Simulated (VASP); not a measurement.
Set up this calculation in VASP 6.6.1, as the native input.

| Property | Result |
| --- | --- |
| Task | single point |
| Functional | LDA |
| Potentials or basis | VASP PAW LDA potentials, release 64 (Si, Ge_d) |
| Cutoff | 520 eV |
| k mesh | 12 × 12 × 6 |
| Occupations | gaussian, width 0.03 eV |
| Spin | no spin polarisation |
| Dipole correction | no |
| Further INCAR settings | ALGO = Normal; EDIFF = 1e-06; NBANDS = 26 |

The structure of SiGe lies in POSCAR:

```
SiGe
1.0
    3.8793150061      0.0000000000      0.0000000000
   -1.9396575031      3.3595853446      0.0000000000
    0.0000000000      0.0000000000      5.8534984127
Si Ge
2 2
Direct
    0.6666666667      0.3333333333      0.8745031008
    0.3333333333      0.6666666667      0.3745031008
    0.6666666667      0.3333333333      0.5004958992
    0.3333333333      0.6666666667      0.0004958992
```

This cell differs from its parent crystal: volume 19.072 Å^3 an atom, c/a of the conventional cell 1.5089.

One way to write it, as run:

INCAR

```
ALGO = Normal ; EDIFF = 1E-6
ENCUT = 520 ; GGA = CA
ISIF = 2 ; ISMEAR = 0
LASPH = T ; LCHARG = F
LREAL = F ; LWAVE = F
NBANDS = 26 ; NELM = 80
PREC = Accurate ; SIGMA = 0.03
```

KPOINTS

```
k-points
0
Gamma
  12 12 6
```

Potentials or basis: VASP PAW LDA potentials, release 64 (Si, Ge_d).

Launch:

```console
$ cat potpaw_LDA.64/Si/POTCAR potpaw_LDA.64/Ge_d/POTCAR > POTCAR
$ mpirun -np 1 vasp_std > vasp.out
```

Results of the run:

```yaml
Pressure: 10.2 GPa
Largest_force: 1.630 eV/Å
Band_gap_on_the_k_mesh: zero (band 18 reaches 6.68 eV, above the bottom of band 19 at 6.36 eV)
```

Caveat: forces of over 1 eV/Å act on the atoms, so gaps and moduli don't describe the material at rest.

Wall time 120 s on 1 thread of AMD EPYC 7R43 64-Core Processor (Zen 3), on a shared host, peak memory 0.22 GiB.
